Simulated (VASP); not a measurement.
Runs of VASP 6.6.1 on NaH. The structure is that of space group Fm-3m (No. 225), or close to it. The cells are those of the table. 

```csv
cell,gap on the mesh (eV),pressure (GPa)
"a = 3.451 Å, angles 60.0°, 2 atoms",3.99,-1.3
"a = 3.456 Å, angles 59.8°, 2 atoms",3.96,-1.2
"a = 3.434 Å, angles 60.7°, 2 atoms",(a),-1.3
"a = 3.445 Å, angles 60.2°, 2 atoms",3.98,-1.2
"a = 3.439 Å, angles 60.4°, 2 atoms",3.97,-1.3
"a = 3.468 Å, angles 59.3°, 2 atoms",(b),-1.2
"a = 3.462 Å, angles 59.6°, 2 atoms",3.93,-1.2
```

Alike in all rows: task single point; level PBEsol; potentials or basis VASP PAW PBE potentials, release 64 (Na_pv, H); no spin polarisation; k mesh 7 × 7 × 7; cutoff (eV) 500; smearing fermi-dirac 0.02 eV.

Fill in the values left out.

(a) 3.95; (b) 3.90.

Caveats: the PAW data sets were made with another functional, which shifts forces and pressure a little; an odd mesh through Γ misses points on the zone boundary, where band edges can lie.
